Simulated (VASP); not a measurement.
Runs of VASP 6.6.1 on Ag. The structure is that of space group P6_3/mmc (No. 194), or close to it. The cells are those of the table. 

```csv
task,cell,k mesh,cutoff (eV),gap on the mesh (eV),pressure (GPa)
single point,"a = 2.978, b = 2.978, c = 4.818 Å, angles 90.0, 90.0, 120.0°, 2 atoms",14 × 14 × 8,520,none,-0.1
single point,"a = 3.017, b = 3.017, c = 4.881 Å, angles 90.0, 90.0, 120.0°, 2 atoms",14 × 14 × 8,520,none,(a)
relaxation of cell and atoms,"relaxed from a = 2.889, b = 2.889, c = 4.718 Å, angles 90.0, 90.0, 120.0°, 2 atoms",12 × 12 × 7,600,none,0.1
single point,"a = 2.978, b = 2.978, c = 4.818 Å, angles 90.0, 90.0, 120.0°, 2 atoms",20 × 20 × 11,520,none,-0.2
single point,"a = 2.978, b = 2.978, c = 4.818 Å, angles 90.0, 90.0, 120.0°, 2 atoms",12 × 12 × 7,520,none,-0.1
single point,"a = 2.938, b = 2.938, c = 4.753 Å, angles 90.0, 90.0, 120.0°, 2 atoms",14 × 14 × 8,520,none,3.4
single point,"a = 3.056, b = 3.056, c = 4.943 Å, angles 90.0, 90.0, 120.0°, 2 atoms",14 × 14 × 8,520,none,-4.8
single point,"a = 2.854, b = 2.854, c = 4.617 Å, angles 90.0, 90.0, 120.0°, 2 atoms",14 × 14 × 8,520,none,(b)
```

Alike in all rows: level revPBE; potentials or basis VASP PAW PBE potentials, release 64 (Ag); no spin polarisation; smearing fermi-dirac 0.1 eV.

Fill in the values left out.

(a) -2.8; (b) 14.2.

Caveats: the PAW data sets were made with another functional, which shifts forces and pressure a little.

A k mesh can miss the band edges, and the runs leave out spin-orbit coupling on Ag.

A gap of «none» marks levels without a gap at the run's occupations.
